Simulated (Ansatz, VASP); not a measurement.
# One calculation of LiF, two programs

```
Li F
1.0
     0.00000    1.75939    2.63909
     1.75939    0.00000    2.63909
     1.75939    1.75939    0.00000
Li F
1 1
Direct
  0.00000 0.00000 0.00000
  0.50000 0.50000 0.50000
```

Alike in both runs: task single point; functional r2SCAN; k mesh 12 × 12 × 12; occupations gaussian, width 0.05 eV; no spin polarisation.

```csv
,VASP,Ansatz
version,VASP 6.6.1,Ansatz 0.2.0
potentials or method,"VASP PAW PBE potentials, release 64 (Li_sv, F), cutoff 520 eV","scalar-relativistic, plane waves, PAW"
valence electrons in the cell,10,10
```

VASP gave:

* gap on the k mesh at the Fermi level (eV): 8.93
* least direct gap on the mesh (eV): 9.32

Q: Which values does Ansatz return?

A: gap on the k mesh at the Fermi level (eV): 8.88; least direct gap on the mesh (eV): 9.27.

VASP's potentials were made for PBE, not for r2SCAN. The functional is the same, so the differences come from potentials, cutoffs and numerics.

Noted on VASP's run: the cutoff is short for stress, so the pressure is rough.
